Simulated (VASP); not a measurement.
# Au (Cmcm) in VASP: further runs

The runs below take Au through single point, with PBEsol.

Everything below comes from runs of VASP 6.6.1. Logs are shortened: lines on timing, memory, paths and dates and some standing lists are left out, and cuts for length are marked.

**1. The cell of the first run**

It takes space group Cmcm (No. 63, orthorhombic). The conventional cell has a = 2.977 Å, b = 5.314 Å, c = 4.308 Å, α = 90.00°, β = 90.00°, γ = 90.00°. Au (site symmetry m2m) has 12 Au at 2.77 to 3.05 Å within 3.7 Å.

**2. Single point, PBEsol**

Input file INCAR:

```
PREC     = Accurate       # precision mode
ENCUT    = 520            # plane-wave cutoff, eV
EDIFF    = 1E-6           # SCF threshold, eV
ISMEAR   = 0              # smearing method
SIGMA    = 0.15           # smearing width, eV
LREAL    = F              # projectors in reciprocal space
LASPH    = T              # aspherical terms in the spheres
NELM     = 60             # most SCF steps
ALGO     = Fast           # electronic algorithm
ISIF     = 2              # what is computed and relaxed
LWAVE    = F              # write WAVECAR
LCHARG   = F              # write CHGCAR
GGA      = PS             # functional
NBANDS   = 18             # bands
```

Input file KPOINTS:

```
Automatic mesh
0
Gamma
  26 26 14
```

Input file POSCAR:

```
Au
1.0
    1.4885066085     -2.6571175936      0.0000000000
    1.4885066085      2.6571175936      0.0000000000
    0.0000000000      0.0000000000      4.3077301350
Au
2
Direct
    0.6638639510      0.3361360490      0.2500000000
    0.3361360490      0.6638639510      0.7500000000
```

Potentials or basis: VASP PAW PBE potentials, release 64 (Au).

Started as:

```sh
$ cat potpaw_PBE.64/Au/POTCAR > POTCAR
$ mpirun -np 1 vasp_std > vasp.out
```

OUTCAR:

```text
PREC = Accurate
   ENCUT = 520
   EDIFF = 1E-6
   ISMEAR = 0
   LREAL = F
   LASPH = T
   NELM = 60
   ISIF = 2
   GGA = PS

 ion  position               nearest neighbor table
   1  0.664  0.336  0.250-   2 2.77   2 2.77   2 2.77   2 2.77   2 2.77   2 2.77
   2  0.336  0.664  0.750-   1 2.77   1 2.77   1 2.77   1 2.77   1 2.77   1 2.77

  LATTYP: Found a base centered orthorhombic cell.
 ALAT       =     2.9770132170
 B/A-ratio  =     1.7850895511
 C/A-ratio  =     1.4469973161

  Lattice vectors:

 A1 = (   1.4885066085,  -2.6571175936,   0.0000000000)
 A2 = (   1.4885066085,   2.6571175936,   0.0000000000)
 A3 = (   0.0000000000,   0.0000000000,   4.3077301350)

Analysis of symmetry for initial positions (statically):
=====================================================================
 Subroutine PRICEL returns:
 Original cell was already a primitive cell.

 Routine SETGRP: Setting up the symmetry group for a
 base centered orthorhombic supercell.

 Subroutine GETGRP returns: Found  8 space group operations
 (whereof  4 operations were pure point group operations)
 out of a pool of  8 trial point group operations.

The static configuration has the point symmetry C_2h.
 The point group associated with its full space group is D_2h.

Analysis of symmetry for dynamics (positions and initial velocities):
=====================================================================
 Subroutine PRICEL returns:
 Original cell was already a primitive cell.

 Routine SETGRP: Setting up the symmetry group for a
 base centered orthorhombic supercell.

 Subroutine GETGRP returns: Found  8 space group operations
 (whereof  4 operations were pure point group operations)
 out of a pool of  8 trial point group operations.

The dynamic configuration has the point symmetry C_2h.
 The point group associated with its full space group is D_2h.

 Subroutine INISYM returns: Found  8 space group operations
 (whereof  4 operations are pure point group operations),
 and found     1 'primitive' translations

----------------------------------------------------------------------------------------

                                     Primitive cell

  volume of cell :      34.0753

  direct lattice vectors                    reciprocal lattice vectors
     1.488506609 -2.657117594  0.000000000     0.335907142 -0.188173832  0.000000000
     1.488506609  2.657117594  0.000000000     0.335907142  0.188173832  0.000000000
     0.000000000  0.000000000  4.307730135     0.000000000  0.000000000  0.232140819

  length of vectors
     3.045640463  3.045640463  4.307730135     0.385023374  0.385023374  0.232140819

  position of ions in fractional coordinates (direct lattice)
     0.663863951  0.336136049  0.250000000
     0.336136049  0.663863951  0.750000000

  ion indices of the primitive-cell ions
   primitive index   ion index
                 1           1
                 2           2

----------------------------------------------------------------------------------------

 KPOINTS: Automatic mesh

Automatic generation of k-mesh.
 Grid dimensions read from file:
 generate k-points for:   26   26   14

 Generating k-lattice:

  Cartesian coordinates                     Fractional coordinates (reciprocal lattice)
     0.012919505 -0.007237455  0.000000000     0.038461538  0.000000000  0.000000000
     0.012919505  0.007237455  0.000000000     0.000000000  0.038461538  0.000000000
     0.000000000  0.000000000  0.016581487     0.000000000  0.000000000  0.071428571

  Length of vectors
     0.014808591  0.014808591  0.016581487

  Shift w.r.t. Gamma in fractional coordinates (k-lattice)
     0.000000000  0.000000000  0.000000000

 Subroutine IBZKPT returns following result:
 ===========================================

 Found   1464 irreducible k-points:

 Following reciprocal coordinates:
            Coordinates               Weight
  0.000000  0.000000  0.000000      1.000000
  0.038462 -0.000000  0.000000      4.000000
  0.076923 -0.000000  0.000000      4.000000
  0.115385 -0.000000  0.000000      4.000000
  0.153846  0.000000  0.000000      4.000000
  0.192308  0.000000  0.000000      4.000000
[... 16 lines left out ...]
  0.346154  0.038462  0.000000      4.000000
  0.384615  0.038462  0.000000      4.000000
 [... further k-points ...]
   k-points           NKPTS =   1464   k-points in BZ     NKDIM =   1464   number of bands    NBANDS=     18
   number of dos      NEDOS =    301   number of ions     NIONS =      2
   total plane-waves  NPLWV =  18432
   dimension x,y,z NGX =    24 NGY =   24 NGZ =   32
   dimension x,y,z NGXF=    48 NGYF=   48 NGZF=   64
   ions per type =               2
   NGX,Y,Z   is equivalent  to a cutoff of  13.10, 13.10, 12.35 a.u.
   NGXF,Y,Z  is equivalent  to a cutoff of  26.20, 26.20, 24.70 a.u.
 SYSTEM =  unknown system
   PREC   = accura    normal or accurate (medium, high low for compatibility)
   ISTART =      0    job   : 0-new  1-cont  2-samecut
   ICHARG =      2    charge: 1-file 2-atom 10-const
   ISPIN  =      1    spin polarized calculation?
   LNONCOLLINEAR =      F non collinear calculations
   LSORBIT =      F    spin-orbit coupling
   LASPH  =      T    aspherical Exc in radial PAW
   ENCUT  =  520.0 eV  38.22 Ry    6.18 a.u.   5.66  5.66  8.01*2*pi/ulx,y,z
   NELM   =     60;   NELMIN=  2; NELMDL= -5     # of ELM steps
   EDIFF  = 0.1E-05   stopping-criterion for ELM
   LREAL  =      F    real-space projection
   EDIFFG = 0.1E-04   stopping-criterion for IOM
   NSW    =      0    number of steps for IOM
   IBRION =     -1    ionic relax: 0-MD 1-quasi-New 2-CG
   NFREE  =      0    steps in history (QN), initial steepest desc. (CG)
   ISIF   =      2    stress and relaxation
   ISYM   =      2    0-nonsym 1-usesym 2-fastsym
   POTIM  = 0.5000    time-step for ionic-motion
   TEBEG  =    0.0;   TEEND  =   0.0 temperature during run
   PSTRESS=    0.0 pullay stress
   NELECT =      22.0000    total number of electrons
   NUPDOWN=      -1.0000    fix difference up-down
   EMIN   =  10.00;   EMAX   =-10.00  energy-range for DOS
   EFERMI =   0.00;   METHOD = LEGACY
   ISMEAR =     0;   SIGMA  =   0.15  broadening in eV -4-tet -1-fermi 0-gaus
   EFERMI_NEDOS =   21; number of points for ismear=-14 and -15
   IALGO  =     68    algorithm
   IMIX   =      4    mixing-type and parameters
     AMIX     =   0.40;   BMIX     =  1.00
     AMIX_MAG =   1.60;   BMIX_MAG =  1.00
  volume/ion in A,a.u.               =      17.04       114.98
  Fermi-wavevector in a.u.,A,eV,Ry     =   1.414932  2.673835 27.239325  2.002034
  Thomas-Fermi vector in A             =   2.536423
   LORBIT       =      0    0 simple, 1 ext, 2 COOP (PROOUT), +10 PAW based schemes
   GGA     = PS    functional components
   LHFCALC =     F    Hartree Fock is set to
   AEXX    =    0.0000 exact exchange contribution
   IVDW    =     0    specifies the selected vdW correction
   LEPSILON=     F    determine dielectric tensor
   LRPA    =     F    only Hartree local field effects (RPA)
 non-spin polarized calculation
 RMM-DIIS sequential band-by-band and
 Gauss-broadening in eV      SIGMA  =   0.15
  energy-cutoff  :      520.00
  volume of cell :       34.08
 maximum number of plane-waves:       939
   NGX = 11   NGY = 11   NGZ = 17

 number of electron      22.0000000 magnetization

 Free energy of the ion-electron system (eV)
  ---------------------------------------------------
  ext. energy  EPLUGINS =         0.00000000
  ---------------------------------------------------
  free energy    TOTEN  =        -7.67660335 eV

  energy without entropy =       -7.67047077  energy(sigma->0) =       -7.67353706

 E-fermi :   9.1810     XC(G=0): -12.8692

 val. band max:        9.1778756692   @ k =  -0.3846   0.0385   0.4286
 cond. band min:       9.1947156859   @ k =  -0.4615   0.3462   0.5000
 fundamental gap:      0.0168400167
 Fermi energy:         9.1809948491

 k-point     1 :       0.0000    0.0000    0.0000
  band No.  band energies     occupation
      1      -0.6545      2.00000
      2       2.1553      2.00000
      3       4.5007      2.00000
      4       4.7781      2.00000
      5       4.8668      2.00000
      6       4.9891      2.00000
[... 10 lines left out ...]
     17      26.1612      0.00000
     18      27.1810      0.00000

 k-point     2 :       0.0385   -0.0000    0.0000
  band No.  band energies     occupation
      1      -0.6129      2.00000
      2       2.1822      2.00000
      3       4.5097      2.00000
      4       4.7602      2.00000
      5       4.8303      2.00000
      6       4.9667      2.00000
[... 10 lines left out ...]
     17      26.3648      0.00000
     18      27.1915      0.00000

 k-point     3 :       0.0769   -0.0000    0.0000
  band No.  band energies     occupation
      1      -0.4891      2.00000
      2       2.2600      2.00000
      3       4.4999      2.00000
      4       4.7075      2.00000
      5       4.7925      2.00000
      6       4.8983      2.00000
[... 10 lines left out ...]
     17      26.6353      0.00000
     18      27.2108      0.00000

 k-point     4 :       0.1154   -0.0000    0.0000
  band No.  band energies     occupation
      1      -0.2865      2.00000
      2       2.3798      2.00000
      3       4.4055      2.00000
      4       4.6215      2.00000
      5       4.7806      2.00000
      6       4.8615      2.00000
[... 375 lines left out ...]
      4       4.0767      2.00000
      5       4.2701      2.00000
      6       5.4176      2.00000
[... 10 lines left out ...]
     17      23.7438      0.00000
     18      25.4337      0.00000

 k-point    23 :       0.3462    0.0385    0.0000
  band No.  band energies     occupation
      1       2.0074      2.00000
      2       2.6752      2.00000
      3       3.2046      2.00000
      4       3.9899      2.00000
      5       4.4951      2.00000
      6       5.4678      2.00000
[... 10 lines left out ...]
     17      23.2402      0.00000
     18      24.8624      0.00000

 k-point    24 :       0.3846    0.0385    0.0000
  band No.  band energies     occupation
      1       2.2071      2.00000
      2       2.6005      2.00000
      3       3.0585      2.00000
      4       3.9229      2.00000
      5       4.7630      2.00000
      6       5.4406      2.00000
[... 10 lines left out ...]
     17      22.7735      0.00000
     18      24.3788      0.00000

 [... further k-points ...]

------------------------ aborting loop because EDIFF is reached ----------------------------------------

  FORCE on cell =-STRESS in cart. coord.  units (eV):
  Direction    XX          YY          ZZ          XY          YZ          ZX
  --------------------------------------------------------------------------------------
  -------------------------------------------------------------------------------------
  Total       -0.1426731     -0.1131687      2.6008085      0.0000000     -0.0000000      0.0000000
  in kB       -6.7083007     -5.3210434    122.2866157      0.0000000     -0.0000000      0.0000000
  external PRESSURE =      36.7524239 kB  Pullay stress =       0.0000000 kB

 VOLUME and BASIS-vectors are now :
 -----------------------------------------------------------------------------
  energy-cutoff  :      520.00
  volume of cell :       34.08
      direct lattice vectors                 reciprocal lattice vectors
     1.488506609 -2.657117594  0.000000000     0.335907142 -0.188173832  0.000000000
     1.488506609  2.657117594  0.000000000     0.335907142  0.188173832  0.000000000
     0.000000000  0.000000000  4.307730135     0.000000000  0.000000000  0.232140819

 POSITION                                       TOTAL-FORCE (eV/Angst)
 -----------------------------------------------------------------------------------
      1.48851     -0.87081      1.07693         0.000000      0.034504      0.000000
      1.48851      0.87081      3.23080         0.000000     -0.034504      0.000000
 -----------------------------------------------------------------------------------
    total drift:                                0.000000      0.000000     -0.000000

  FREE ENERGIE OF THE ION-ELECTRON SYSTEM (eV)
  ---------------------------------------------------
  free  energy   TOTEN  =        -7.6766033486 eV

  energy  without entropy=       -7.6704707750  energy(sigma->0) =       -7.67353706
```

Wall time 15 min (1 thread of Oxide Virtual Turin-like, shared host); peak memory 0.73 GiB.

Results:

| Property | Result |
| --- | --- |
| Free energy | -7.6766 eV |
| Pressure | 3.7 GPa |
| Largest force | 0.035 eV/Å |
| Band gap on the k mesh | zero (bands 11 and 12 overlap by 6.07 eV) |

Forces in eV/Å, atoms in the order of the input:
```
Au   0.000  0.035  0.000
Au   0.000 -0.035  0.000
```

Caveat: the stress differs along the axes, from -1 to 12 GPa; the PAW data sets were made with another functional, which shifts forces and pressure a little; spin-orbit coupling is left out, which moves the levels of the heavy elements.

[end of part 1 of 2]
